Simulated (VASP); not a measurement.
The system is CdS.

```xyz
4
Lattice="4.4085 0.0000 0.0000 -2.2043 3.8179 0.0000 0.0000 0.0000 5.7481" Properties=species:S:1:pos:R:3 pbc="T T T"
Cd    0.0000    2.5453    1.4370
Cd    2.2043    1.2726    4.3111
S     2.2043    1.2726    1.4370
S     0.0000    2.5453    4.3111
```

Base run:

| Quantity | Value |
| --- | --- |
| Program | VASP 6.6.1 |
| Functional | PBE |
| Potentials or basis | VASP PAW PBE potentials, release 64 (Cd, S) |
| Cutoff | 520 eV |
| k mesh | 6 × 6 × 4 |
| Occupations | gaussian, width 0.01 eV |
| Spin | no spin polarisation |

Its results: band gap on the k mesh 0.99 eV, indirect (least direct gap 1.26 eV); pressure 1.8 GPa.

The run is repeated on the same cell with these changes: functional from PBE to r2SCAN. What comes out?

Band gap on the k mesh 1.46 eV, indirect (least direct gap 1.73 eV); pressure 0.4 GPa.

r2SCAN gives the wider gap, since meta-GGAs in the generalised Kohn-Sham scheme recover part of the derivative discontinuity.

Caveats: the PAW data sets were made with another functional, which shifts forces and pressure a little (some runs).

A k mesh can miss the band edges.
